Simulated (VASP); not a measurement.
Write the native input for VASP 6.6.1 that does the following.

| Property | Result |
| --- | --- |
| Task | electric field gradients |
| Functional | LDA |
| Potentials or basis | VASP PAW LDA potentials, release 64 (Sc_sv, Pt) |
| Cutoff | 520 eV |
| k mesh | 10 × 10 × 10 |
| Occupations | fermi-dirac, width 0.05 eV |
| Spin | no spin polarisation |
| Dipole correction | no |
| Further INCAR settings | ALGO = Normal; EDIFF = 1e-08; NBANDS = 18 |

The structure of ScPt lies in POSCAR:

```
ScPt
1.0
    3.2373000000      0.0000000000      0.0000000000
    0.0000000000      3.2373000000      0.0000000000
    0.0000000000      0.0000000000      3.2700000000
Sc Pt
1 1
Direct
    0.5000000000      0.5000000000      0.5000000000
    0.0000000000      0.0000000000      0.0000000000
```

This cell differs from its parent crystal: equal xx and yy strain of -1 %.

One way to write it, as run:

INCAR

```
SYSTEM = ScPt
PREC = Accurate
ENCUT = 520
EDIFF = 1E-8
ISMEAR = -1
SIGMA = 0.05
LREAL = .False.
LASPH = .True.
NELM = 80
ALGO = Normal
ISIF = 2
LWAVE = .False.
LCHARG = .False.
LEFG = .True.
NBANDS = 18
```

KPOINTS

```
regular mesh
0
Gamma
  10 10 10
  0 0 0
```

Potentials or basis: VASP PAW LDA potentials, release 64 (Sc_sv, Pt).

Launch:

```console
$ cat potpaw_LDA.64/Sc_sv/POTCAR potpaw_LDA.64/Pt/POTCAR > POTCAR
$ mpirun -np 1 vasp_std > vasp.out
```

Results of the run:

```json
{
 "Pressure": "-1.9 GPa",
 "Band gap on the k mesh": "zero (an odd number of electrons rules out a gap without spin polarisation)",
 "Largest electric field gradient by atom": "Sc -0.9; Pt -2.4 V/Å²"
}
```

Caveat: the cell differs from its parent crystal (equal xx and yy strain of -1 %); without QUAD_EFG the Cq values of the log hold for a quadrupole moment of 1 mb, not for the nuclei; spin-orbit coupling is left out, which moves the levels of the heavy elements.

Run time: 24 s on 1 thread of AMD EPYC 9R45 96-Core Processor (Zen 5), with other jobs on the host, peak memory 0.16 GiB.
